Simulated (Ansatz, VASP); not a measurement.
Two plane-wave programs on AlN

File INCAR:

```
  PREC = Accurate
  ENCUT = 520
  EDIFF = 1E-6
  ISMEAR = 0
  SIGMA = 0.05
  LREAL = F
  LASPH = T
  NELM = 60
  ALGO = Normal
  ISIF = 2
  LWAVE = F
  LCHARG = F
  GGA = PE
  NBANDS = 26
```

File KPOINTS:

```
Automatic mesh
0
Gamma
  8 8 8
```

The input POSCAR:

```
AlN
1.0
   -3.1302395627      0.0000000000      0.0000000000
    0.0000000000      5.4217339625      0.0000000000
    1.5651197814     -2.7108669813     -5.0179796546
Al N
4 4
Direct
    0.9989088838      0.3348503122      0.9978177676
    0.4993623987      0.8300876370      0.9987247974
    0.2483944353      0.9151016974      0.4967888705
    0.7498768472      0.4165029184      0.4997536945
    0.8160495742      0.1486233677      0.6320991484
    0.3006791433      0.6347720165      0.6013582866
    0.0583643587      0.6973645997      0.1167287175
    0.5583643588      0.2526974511      0.1167287175
```

Input for Ansatz:

```yaml
crystal:
  lattice:
    - [-3.1302395627, 0.0, 0.0]
    - [0.0, 5.4217339625, 0.0]
    - [1.5651197814, -2.7108669813, -5.0179796546]
  atoms:
    - { symbol: Al, position: [0.9989088838, 0.3348503122, 0.9978177676] }
    - { symbol: Al, position: [0.4993623987, 0.830087637, 0.9987247974] }
    - { symbol: Al, position: [0.2483944353, 0.9151016974, 0.4967888705] }
    - { symbol: Al, position: [0.7498768472, 0.4165029184, 0.4997536945] }
    - { symbol: "N", position: [0.8160495742, 0.1486233677, 0.6320991484] }
    - { symbol: "N", position: [0.3006791433, 0.6347720165, 0.6013582866] }
    - { symbol: "N", position: [0.0583643587, 0.6973645997, 0.1167287175] }
    - { symbol: "N", position: [0.5583643588, 0.2526974511, 0.1167287175] }
basis:
  ecutwfc: 420
kpoints:
  mp_grid: { grid: [8, 8, 8] }
hamiltonian:
  xc: pbe
scf:
  occupations: { method: gaussian, width: 0.05 }
output:
  forces: true
  stress: true
  eigenvalues: true
```

Change from the starting cell: mode 23 (707.6 1/cm) frozen in, largest displacement -0.150 Å.

Alike in both runs: task single point; functional PBE; k mesh 8 × 8 × 8; occupations gaussian, width 0.05 eV; no spin polarisation.

```csv
,VASP,Ansatz
version,VASP 6.6.1,Ansatz 0.2.0
potentials or method,"VASP PAW PBE potentials, release 64 (Al, N), cutoff 520 eV","scalar-relativistic, plane waves, PAW"
valence electrons in the cell,32,32
```

|  | VASP | Ansatz | Ansatz less VASP |
| --- | --- | --- | --- |
| gap on the k mesh at the Fermi level (eV) | 3.84 | 3.83 | -0.007 |
| least direct gap on the mesh (eV) | 3.84 | 3.83 | -0.007 |
| pressure (GPa) | 2.2 | 2.4 | +0.23 |
| traceless stress, the component that is largest in VASP (GPa) | -1.53 | -1.52 | +0.012 |
| rms of the force components (eV/Å) | 1.359 | 1.356 | -0.0037 |

Atom by atom the forces differ by 0.005 eV/Å (rms over components). With one functional, cell and mesh, what is left measures potentials, basis and numerics.
